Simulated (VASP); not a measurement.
The system is KF.

```
CELL_PARAMETERS angstrom
3.17887 0.00000 0.00000
0.00000 3.17887 0.00000
0.00000 0.00000 3.17887
ATOMIC_POSITIONS crystal
K 0.00000 0.00000 0.00000
F 0.50000 0.50000 0.50000
```

Base run:

* Program: VASP 6.6.1
* Functional: PBE
* Potentials or basis: VASP PAW PBE potentials, release 64 (K_sv, F)
* Cutoff: 600 eV
* k mesh: 6 × 6 × 6
* Occupations: gaussian, width 0.01 eV
* Spin: no spin polarisation

Its results: band gap on the k mesh 6.80 eV (least direct gap 6.84 eV); pressure 3.0 GPa.

Q: The run is repeated on the same cell with these changes: functional from PBE to r2SCAN; cutoff from 600 eV to 660 eV. What comes out?

A: Band gap on the k mesh 7.73 eV (least direct gap 7.77 eV); pressure 0.0 GPa.

Caveats: the structure was generated, so it needn't be the stable form of KF; the PAW data sets were made with another functional, which shifts forces and pressure a little (at least some runs).

A k mesh can miss the band edges.
